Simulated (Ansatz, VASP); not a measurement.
## Two plane-wave programs on TiO2

```
Ti O
1.0
     2.70603   -2.70666    0.00000
     2.70603    2.70666    0.00000
    -2.63353    0.00000    4.79664
Ti O
2 4
Direct
  0.86589 0.13411 0.75000
  0.13411 0.86589 0.25000
  0.08876 0.33122 0.16715
  0.91124 0.66878 0.83285
  0.66878 0.91124 0.33285
  0.33122 0.08876 0.66715
```

Alike in both runs: functional PBE; k mesh 8 × 8 × 6; occupations fermi-dirac, width 0.05 eV; no spin polarisation; Hubbard terms Ti d U = 2.0 eV.

|  | VASP | Ansatz |
| --- | --- | --- |
| version | VASP 6.6.1 | Ansatz 0.2.0 |
| potentials or method | VASP PAW PBE potentials, release 64 (Ti_sv, O) | Ansatz PAW |
| plane-wave cutoff (eV) | 520 | 420 |
| valence electrons in the cell | 48 | 48 |
| task | single point | band structure |

VASP gave:

```
gap on the k mesh at the Fermi level (eV)                     : 2.31
least direct gap on the mesh (eV)                             : 2.67
pressure (GPa)                                                : 2.3
traceless stress, the component that is largest in VASP (GPa) : -0.12
rms of the force components (eV/Å)                            : 0.062
```

Question: What did Ansatz give for the same quantities?

Answer: gap on the k mesh at the Fermi level (eV): 2.30; least direct gap on the mesh (eV): 2.65; pressure (GPa): -0.2; traceless stress, the component that is largest in VASP (GPa): 0.20; rms of the force components (eV/Å): 0.076.

The programs project onto different local orbitals, so the same U acts differently, and such runs can settle in different states. Atom by atom the forces differ by 0.053 eV/Å (rms over components).
